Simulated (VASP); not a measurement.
# Al3GaAs4 (P-43m) in VASP: notebook, part 2 of 2

VASP 6.6.1.

### 4 Single point, PBE

This run uses another cell than the first one, of 23.55 Å³/atom.

The input, INCAR:

```
ALGO = Normal ; EDIFF = 1E-6
ENCUT = 520 ; GGA = PE
ISIF = 2 ; ISMEAR = 0
LASPH = True ; LCHARG = False
LREAL = False ; LWAVE = False
NBANDS = 31 ; NELM = 100
PREC = Accurate ; SIGMA = 0.02
```

The input, KPOINTS:

```
k-points
0
Gamma
  6 6 6
```

The input, POSCAR:

```
Al3GaAs4
1.0
    5.7329451011      0.0000000000      0.0000000000
    0.0000000000      5.7329451011      0.0000000000
    0.0000000000      0.0000000000      5.7329451011
Al Ga As
3 1 4
Direct
    0.0000000000      0.5000000000      0.5000000000
    0.5000000000      0.0000000000      0.5000000000
    0.5000000000      0.5000000000      0.0000000000
    0.0000000000      0.0000000000      0.0000000000
    0.2508928931      0.2508928931      0.7491071069
    0.2508928931      0.7491071069      0.2508928931
    0.7491071069      0.2508928931      0.2508928931
    0.7491071069      0.7491071069      0.7491071069
```

Potentials or basis: VASP PAW PBE potentials, release 64 (Al, Ga_d, As).

The run is started by

```sh
$ cat potpaw_PBE.64/Al/POTCAR potpaw_PBE.64/Ga_d/POTCAR potpaw_PBE.64/As/POTCAR > POTCAR
$ mpirun -np 1 vasp_std > vasp.out
```

OUTCAR:

```text
EDIFF = 1E-6
   ENCUT = 520
   GGA = PE
   ISIF = 2
   ISMEAR = 0
   LASPH = True
   LREAL = False
   NELM = 100
   PREC = Accurate

 ion  position               nearest neighbor table
   1  0.000  0.500  0.500-   5 2.48   6 2.48   7 2.48   8 2.48
   2  0.500  0.000  0.500-   5 2.48   6 2.48   7 2.48   8 2.48
   3  0.500  0.500  0.000-   5 2.48   6 2.48   7 2.48   8 2.48
   4  0.000  0.000  0.000-   5 2.49   6 2.49   7 2.49   8 2.49
   5  0.251  0.251  0.749-   1 2.48   2 2.48   3 2.48   4 2.49
   6  0.251  0.749  0.251-   1 2.48   2 2.48   3 2.48   4 2.49
   7  0.749  0.251  0.251-   1 2.48   2 2.48   3 2.48   4 2.49
   8  0.749  0.749  0.749-   1 2.48   2 2.48   3 2.48   4 2.49

  LATTYP: Found a simple cubic cell.
 ALAT       =     5.7329451011

  Lattice vectors:

 A1 = (   5.7329451011,   0.0000000000,   0.0000000000)
 A2 = (   0.0000000000,   5.7329451011,   0.0000000000)
 A3 = (   0.0000000000,   0.0000000000,   5.7329451011)

Analysis of symmetry for initial positions (statically):
=====================================================================
 Subroutine PRICEL returns:
 Original cell was already a primitive cell.

 Routine SETGRP: Setting up the symmetry group for a
 simple cubic supercell.

 Subroutine GETGRP returns: Found 24 space group operations
 (whereof 24 operations were pure point group operations)
 out of a pool of 48 trial point group operations.

The static configuration has the point symmetry T_d .

Analysis of symmetry for dynamics (positions and initial velocities):
=====================================================================
 Subroutine PRICEL returns:
 Original cell was already a primitive cell.

 Routine SETGRP: Setting up the symmetry group for a
 simple cubic supercell.

[... 133 lines left out ...]
  Fermi-wavevector in a.u.,A,eV,Ry     =   0.992613  1.875767 13.405567  0.985281
  Thomas-Fermi vector in A             =   2.124438
   LORBIT       =      0    0 simple, 1 ext, 2 COOP (PROOUT), +10 PAW based schemes
   GGA     = PE    functional components
   LHFCALC =     F    Hartree Fock is set to
   AEXX    =    0.0000 exact exchange contribution
   IVDW    =     0    specifies the selected vdW correction
   LEPSILON=     F    determine dielectric tensor
   LRPA    =     F    only Hartree local field effects (RPA)
 non-spin polarized calculation
 Gauss-broadening in eV      SIGMA  =   0.02
  energy-cutoff  :      520.00
  volume of cell :      188.42
 maximum number of plane-waves:      5112
 NGX is ok and might be reduce to    48
   NGX = 21   NGY = 21   NGZ = 21

 number of electron      42.0000017 magnetization

 Free energy of the ion-electron system (eV)
  ---------------------------------------------------
  ext. energy  EPLUGINS =         0.00000000
  ---------------------------------------------------
  free energy    TOTEN  =       -36.42333099 eV

  energy without entropy =      -36.42333099  energy(sigma->0) =      -36.42333099

 E-fermi :   3.6488     XC(G=0):  -9.0221

 val. band max:        3.5499611970   @ k =   0.0000   0.0000   0.0000
 cond. band min:       4.5787227394   @ k =   0.5000   0.5000   0.5000
 fundamental gap:      1.0287615424
 Fermi energy:         3.6487774916

 k-point     1 :       0.0000    0.0000    0.0000
  band No.  band energies     occupation
      1     -10.9041      2.00000
      2     -10.9041      2.00000
      3     -10.9041      2.00000
      4     -10.8379      2.00000
      5     -10.8379      2.00000
      6      -8.2896      2.00000
[... 669 lines left out ...]
     30       8.1428      0.00000
     31       8.1428      0.00000

------------------------ aborting loop because EDIFF is reached ----------------------------------------

  FORCE on cell =-STRESS in cart. coord.  units (eV):
  Direction    XX          YY          ZZ          XY          YZ          ZX
  --------------------------------------------------------------------------------------
  -------------------------------------------------------------------------------------
  Total        0.1938127      0.1938127      0.1938127      0.0000000      0.0000000     -0.0000000
  in kB        1.6480083      1.6480083      1.6480083      0.0000000      0.0000000     -0.0000000
  external PRESSURE =       1.6480083 kB  Pullay stress =       0.0000000 kB

 VOLUME and BASIS-vectors are now :
 -----------------------------------------------------------------------------
  energy-cutoff  :      520.00
  volume of cell :      188.42
      direct lattice vectors                 reciprocal lattice vectors
     5.732945101  0.000000000  0.000000000     0.174430416  0.000000000  0.000000000
     0.000000000  5.732945101  0.000000000     0.000000000  0.174430416  0.000000000
     0.000000000  0.000000000  5.732945101     0.000000000  0.000000000  0.174430416

 POSITION                                       TOTAL-FORCE (eV/Angst)
 -----------------------------------------------------------------------------------
      0.00000      2.86647      2.86647        -0.000000      0.000000      0.000000
      2.86647      0.00000      2.86647         0.000000      0.000000      0.000000
      2.86647      2.86647      0.00000        -0.000000     -0.000000      0.000000
      0.00000      0.00000      0.00000         0.000000      0.000000      0.000000
      1.43836      1.43836      4.29459         0.001543      0.001543     -0.001543
      1.43836      4.29459      1.43836         0.001543     -0.001543      0.001543
      4.29459      1.43836      1.43836        -0.001543      0.001543      0.001543
      4.29459      4.29459      4.29459        -0.001543     -0.001543     -0.001543
 -----------------------------------------------------------------------------------
    total drift:                               -0.000000     -0.000000      0.000000

  FREE ENERGIE OF THE ION-ELECTRON SYSTEM (eV)
  ---------------------------------------------------
  free  energy   TOTEN  =       -36.4233309939 eV

  energy  without entropy=      -36.4233309939  energy(sigma->0) =      -36.42333099
```

stdout:

```text
POSCAR found type information on POSCAR AlGaAs
 POSCAR found :  3 types and       8 ions
 scaLAPACK will be used
 LDA part: xc-table for (Slater+PW92), standard interpolation
 POSCAR, INCAR and KPOINTS ok, starting setup
 FFT: planning ... GRIDC
 FFT: planning ... GRID_SOFT
 FFT: planning ... GRID
 WAVECAR not read
 entering main loop
```

Run time: 3.1 min. Hardware: 1 thread of Intel Xeon 8259CL, shared host; peak memory 0.39 GiB.

What came out:

```
Free energy            : -36.4233 eV
Pressure               : 0.2 GPa
Band gap on the k mesh : 1.03 eV (least direct gap 1.16 eV)
```

Forces in eV/Å, atoms in the order of the input:
```
Al   0.000  0.000  0.000
Al   0.000  0.000  0.000
Al   0.000  0.000  0.000
Ga   0.000  0.000  0.000
As   0.002  0.002 -0.002
As   0.002 -0.002  0.002
As  -0.002  0.002  0.002
As  -0.002 -0.002 -0.002
```

A k mesh can miss the band edges.

### 5 Relaxation of cell and atoms, PBE

The input, INCAR:

```
SYSTEM = Al3GaAs4
ALGO     = Normal         ! electronic algorithm
EDIFF    = 1E-7           ! SCF threshold, eV
EDIFFG   = -0.04          ! ionic threshold
ENCUT    = 600            ! plane-wave cutoff, eV
GGA      = PE             ! functional
IBRION   = 2              ! ionic algorithm
ISIF     = 3              ! what is computed and relaxed
ISMEAR   = 0              ! smearing method
LASPH    = .TRUE.         ! aspherical terms in the spheres
LCHARG   = .FALSE.        ! write CHGCAR
LREAL    = .FALSE.        ! projectors in reciprocal space
LWAVE    = .FALSE.        ! write WAVECAR
NELM     = 60             ! most SCF steps
NSW      = 90             ! ionic steps
PREC     = Accurate       ! precision mode
SIGMA    = 0.1            ! smearing width, eV
```

The input, KPOINTS:

```
k-points
0
G
  4 4 4
  0 0 0
```

The input, POSCAR:

```
Al3GaAs4
1.0
    5.4388695300      0.0000000000      0.0000000000
    0.0000000000      5.4388695300      0.0000000000
    0.0000000000      0.0000000000      5.4388695300
Al Ga As
3 1 4
Direct
    0.0000000000      0.5000000000      0.5000000000
    0.5000000000      0.0000000000      0.5000000000
    0.5000000000      0.5000000000      0.0000000000
    0.0000000000      0.0000000000      0.0000000000
    0.2500000000      0.2500000000      0.7500000000
    0.2500000000      0.7500000000      0.2500000000
    0.7500000000      0.2500000000      0.2500000000
    0.7500000000      0.7500000000      0.7500000000
```

Potentials or basis: VASP PAW PBE potentials, release 64 (Al, Ga_d, As).

The run is started by

```sh
$ cat potpaw_PBE.64/Al/POTCAR potpaw_PBE.64/Ga_d/POTCAR potpaw_PBE.64/As/POTCAR > POTCAR
$ mpirun -np 1 vasp_std > vasp.out
```

OUTCAR:

```text
SYSTEM = Al3GaAs4
   EDIFF = 1E-7
   EDIFFG = -0.04
   ENCUT = 600
   GGA = PE
   IBRION = 2
   ISIF = 3
   ISMEAR = 0
   LASPH = .TRUE.
   LREAL = .FALSE.
   NELM = 60
   NSW = 90
   PREC = Accurate

 ion  position               nearest neighbor table
   1  0.000  0.500  0.500-   5 2.36   6 2.36   7 2.36   8 2.36
   2  0.500  0.000  0.500-   5 2.36   6 2.36   7 2.36   8 2.36
   3  0.500  0.500  0.000-   5 2.36   6 2.36   7 2.36   8 2.36
   4  0.000  0.000  0.000-   5 2.36   6 2.36   7 2.36   8 2.36
   5  0.250  0.250  0.750-   1 2.36   2 2.36   3 2.36   4 2.36
   6  0.250  0.750  0.250-   1 2.36   2 2.36   3 2.36   4 2.36
   7  0.750  0.250  0.250-   1 2.36   2 2.36   3 2.36   4 2.36
   8  0.750  0.750  0.750-   1 2.36   2 2.36   3 2.36   4 2.36

  LATTYP: Found a simple cubic cell.
 ALAT       =     5.4388695300

  Lattice vectors:

 A1 = (   5.4388695300,   0.0000000000,   0.0000000000)
 A2 = (   0.0000000000,   5.4388695300,   0.0000000000)
 A3 = (   0.0000000000,   0.0000000000,   5.4388695300)

Analysis of symmetry for initial positions (statically):
=====================================================================
 Subroutine PRICEL returns:
 Original cell was already a primitive cell.

 Routine SETGRP: Setting up the symmetry group for a
 simple cubic supercell.

 Subroutine GETGRP returns: Found 24 space group operations
 (whereof 24 operations were pure point group operations)
 out of a pool of 48 trial point group operations.

The static configuration has the point symmetry T_d .

[... 145 lines left out ...]
 maximum number of plane-waves:      5400
 NGX is ok and might be reduce to    48
   NGX = 21   NGY = 21   NGZ = 21

--------------------------------------- Ionic step        1  -------------------------------------------

 number of electron      42.0000009 magnetization

 Free energy of the ion-electron system (eV)
  ---------------------------------------------------
  ext. energy  EPLUGINS =         0.00000000
  ---------------------------------------------------
  free energy    TOTEN  =       -35.27974476 eV

  energy without entropy =      -35.27974476  energy(sigma->0) =      -35.27974476

 E-fermi :   5.4627     XC(G=0):  -9.6689

 val. band max:        4.9808447822   @ k =   0.0000   0.0000   0.0000
 cond. band min:       6.2256841343   @ k =   0.0000   0.0000   0.0000
 fundamental gap:      1.2448393520
 Fermi energy:         5.4627040649

 k-point     1 :       0.0000    0.0000    0.0000
  band No.  band energies     occupation
      1      -9.7249      2.00000
      2      -9.7249      2.00000
      3      -9.7249      2.00000
      4      -9.6156      2.00000
      5      -9.6156      2.00000
      6      -7.8555      2.00000
[... 446 lines left out ...]
--------------------------------------- Ionic step        5  -------------------------------------------

 number of electron      42.0000017 magnetization

 Free energy of the ion-electron system (eV)
  ---------------------------------------------------
  ext. energy  EPLUGINS =         0.00000000
  ---------------------------------------------------
  free energy    TOTEN  =       -36.41095414 eV

  energy without entropy =      -36.41095414  energy(sigma->0) =      -36.41095414

 E-fermi :   4.0240     XC(G=0):  -9.0244

 val. band max:        3.5598384606   @ k =   0.0000   0.0000   0.0000
 cond. band min:       4.5938509782   @ k =   0.5000   0.5000   0.5000
 fundamental gap:      1.0340125175
 Fermi energy:         4.0240083293

 k-point     1 :       0.0000    0.0000    0.0000
  band No.  band energies     occupation
      1     -10.9031      2.00000
      2     -10.9031      2.00000
      3     -10.9031      2.00000
      4     -10.8361      2.00000
      5     -10.8361      2.00000
      6      -8.2866      2.00000
[... 314 lines left out ...]
  FREE ENERGIE OF THE ION-ELECTRON SYSTEM (eV)
  ---------------------------------------------------
  free  energy   TOTEN  =       -36.4109541390 eV

  energy  without entropy=      -36.4109541390  energy(sigma->0) =      -36.41095414

 reached required accuracy - stopping structural energy minimisation
```

OSZICAR:

```text
N       E                     dE             d eps       ncg     rms          rms(c)
DAV:   1     0.273861957279E+03    0.27386E+03   -0.19017E+04   530   0.178E+03
DAV:   2     0.285082617302E+01   -0.27101E+03   -0.26433E+03   584   0.373E+02
DAV:   3    -0.347892632143E+02   -0.37640E+02   -0.36059E+02   650   0.114E+02
[... 51 lines left out ...]
DAV:   2    -0.364109590738E+02   -0.97250E-04   -0.11114E-03   660   0.151E-01    0.140E-02
DAV:   3    -0.364109552546E+02    0.38192E-05   -0.22376E-05   734   0.288E-02    0.979E-03
DAV:   4    -0.364109541004E+02    0.11542E-05   -0.67726E-06   686   0.117E-02    0.344E-03
DAV:   5    -0.364109541477E+02   -0.47361E-07   -0.11406E-06   602   0.490E-03    0.887E-04
DAV:   6    -0.364109541390E+02    0.87557E-08   -0.27309E-08   334   0.131E-03
   5 F= -.36410954E+02 E0= -.36410954E+02  d E =-.543737E-03
```

Run time: 7 min. Hardware: 1 thread of Intel Xeon 8259CL, shared host; peak memory 0.36 GiB.

Results:

```yaml
Free_energy: -36.4110 eV
Relaxed_volume: 23.53 Å³/atom
Relaxed_cell: a = 5.731 Å, b = 5.731 Å, c = 5.731 Å, α = 90.00°, β = 90.00°, γ = 90.00°
Space_group_after_relaxing_to_0.1_Å: P-43m (No. 215)
Energy_gained_by_relaxing: 141.4 meV/atom
Ionic_steps: 5
Pressure_after_relaxing: 0.2 GPa
Band_gap_on_the_k_mesh: 1.03 eV (least direct gap 1.17 eV)
```

Step by step:
| step | energy change (eV) | largest force (eV/Å) | pressure (GPa) | volume (Å³) |
| --- | --- | --- | --- | --- |
| 1 | 0.0000 | 0.1067 | 14.94 | 160.89 |
| 2 | -0.7760 | 0.0659 | -5.25 | 208.62 |
| 3 | -1.1310 | 0.0640 | -0.01 | 188.86 |
| 4 | -1.1307 | 0.0642 | 0.20 | 188.27 |
| 5 | -1.1312 | 0.0325 | 0.20 | 188.27 |

Final structure:
```cif
data_structure
_symmetry_space_group_name_H-M 'P 1'
_symmetry_Int_Tables_number 1
_cell_length_a 5.7314
_cell_length_b 5.7314
_cell_length_c 5.7314
_cell_angle_alpha 90.000
_cell_angle_beta 90.000
_cell_angle_gamma 90.000
_cell_volume 188.27
loop_
_atom_site_label
_atom_site_type_symbol
_atom_site_fract_x
_atom_site_fract_y
_atom_site_fract_z
_atom_site_occupancy
Al1 Al 0.00000 0.50000 0.50000 1
Al2 Al 0.50000 0.00000 0.50000 1
Al3 Al 0.50000 0.50000 0.00000 1
Ga1 Ga 0.00000 0.00000 0.00000 1
As1 As 0.25062 0.25062 0.74938 1
As2 As 0.25062 0.74938 0.25062 1
As3 As 0.74938 0.25062 0.25062 1
As4 As 0.74938 0.74938 0.74938 1
```

Caveat: the volume moved by over 15 % at a fixed basis, so the end points are rough. A k mesh can miss the band edges.

### 6 Relaxation of cell and atoms, PBE

This run uses another cell than the first one, of 23.51 Å³/atom.

The input, INCAR:

```
PREC = Accurate ; ENCUT = 600
EDIFF = 1E-7 ; ISMEAR = 0
SIGMA = 0.02 ; LREAL = F
LASPH = T ; NELM = 60
ALGO = Normal ; ISIF = 3
LWAVE = F ; LCHARG = F
GGA = PE ; IBRION = 2
NSW = 100 ; EDIFFG = -0.01
```

The input, KPOINTS:

```
Automatic mesh
0
Gamma
  6 6 6
```

The input, POSCAR:

```
Al3GaAs4
1.0
    5.7297041707      0.0000000000      0.0000000000
    0.0000000000      5.7297041707      0.0000000000
    0.0000000000      0.0000000000      5.7297041707
Al Ga As
3 1 4
Direct
    0.0000000000      0.5000000000      0.5000000000
    0.5000000000      0.0000000000      0.5000000000
    0.5000000000      0.5000000000      0.0000000000
    0.0000000000      0.0000000000      0.0000000000
    0.2508810230      0.2508810230      0.7491189770
    0.2508810230      0.7491189770      0.2508810230
    0.7491189770      0.2508810230      0.2508810230
    0.7491189770      0.7491189770      0.7491189770
```

Potentials or basis: VASP PAW PBE potentials, release 64 (Al, Ga_d, As).

The run is started by

```sh
$ cat potpaw_PBE.64/Al/POTCAR potpaw_PBE.64/Ga_d/POTCAR potpaw_PBE.64/As/POTCAR > POTCAR
$ mpirun -np 1 vasp_std > vasp.out
```

Wall time 8.4 min (1 thread of Intel Xeon 8259CL, shared host); peak memory 0.42 GiB.

The run converged. Its results:

```yaml
Free_energy: -36.4236 eV
Relaxed_volume: 23.61 Å³/atom
Relaxed_cell: a = 5.737 Å, b = 5.737 Å, c = 5.737 Å, α = 90.00°, β = 90.00°, γ = 90.00°
Space_group_after_relaxing_to_0.1_Å: P-43m (No. 215)
Energy_gained_by_relaxing: 0.1 meV/atom
Ionic_steps: 3
Pressure_after_relaxing: 0.0 GPa
Largest_force_after_relaxing: 0.003 eV/Å
Band_gap_on_the_k_mesh: 1.02 eV (least direct gap 1.15 eV)
```

Forces on the atoms (eV/Å):
```
Al   0.000  0.000  0.000
Al   0.000  0.000  0.000
Al   0.000  0.000  0.000
Ga   0.000  0.000  0.000
As   0.002  0.002 -0.002
As   0.002 -0.002  0.002
As  -0.002  0.002  0.002
As  -0.002 -0.002 -0.002
```

Step by step:
```csv
step,energy change (eV),largest force (eV/Å),pressure (GPa),volume (Å³)
1,0.0000,0.0035,0.27,188.10
2,-0.0005,0.0033,-0.11,189.20
3,-0.0006,0.0033,-0.01,188.87
```

Final structure:
```
Al Ga As
1.0
     5.73748    0.00000    0.00000
     0.00000    5.73748    0.00000
     0.00000    0.00000    5.73748
Al Ga As
3 1 4
Direct
  0.00000 0.50000 0.50000
  0.50000 0.00000 0.50000
  0.50000 0.50000 0.00000
  0.00000 0.00000 0.00000
  0.25089 0.25089 0.74911
  0.25089 0.74911 0.25089
  0.74911 0.25089 0.25089
  0.74911 0.74911 0.74911
```

Levels at points of the mesh, in eV from the valence-band top:
```tsv
k point	band 18	band 19	band 20	band 21	band 22	band 23	band 24	band 25
(0.00, 0.00, 0.00)	-2.18	0.00	0.00	0.00	1.15	1.54	1.54	1.54
(0.50, 0.00, 0.00)	-1.39	-1.39	-1.30	-1.30	2.30	2.54	3.44	3.59
(0.50, 0.50, 0.00)	-0.99	-0.90	-0.90	-0.90	2.80	3.23	3.23	3.37
(0.50, 0.50, 0.50)	-0.87	-0.79	-0.79	-0.79	1.02	1.97	1.97	1.97
```

### 7 Overview

| task | cell | k mesh | cutoff (eV) | smearing | gap on the mesh (eV) | pressure (GPa) | relaxed volume (Å³/atom) |
| --- | --- | --- | --- | --- | --- | --- | --- |
| single point | a = 5.439 Å, 8 atoms | 4 × 4 × 4 | 520 | gaussian 0.1 eV | 1.24 | 14.9 | - |
| single point | a = 5.730 Å, 8 atoms | 4 × 4 × 4 | 520 | gaussian 0.1 eV | 1.03 | 0.3 | - |
| single point | a = 5.733 Å, 8 atoms | 6 × 6 × 6 | 520 | gaussian 0.02 eV | 1.03 | 0.2 | - |
| relaxation of cell and atoms | relaxed from a = 5.439 Å, 8 atoms | 4 × 4 × 4 | 600 | gaussian 0.1 eV | 1.03 | 0.2 | 23.53 |
| relaxation of cell and atoms | relaxed from a = 5.730 Å, 8 atoms | 6 × 6 × 6 | 600 | gaussian 0.02 eV | 1.02 | 0.0 | 23.61 |

Alike in all rows: level PBE; potentials or basis VASP PAW PBE potentials, release 64 (Al, Ga_d, As); no spin polarisation.

Caveats: the cell stands under pressure (at least some runs); the volume moved by over 15 % at a fixed basis, so the end points are rough (at least some runs).

Absolute energies hang on the potentials; compare differences alone.
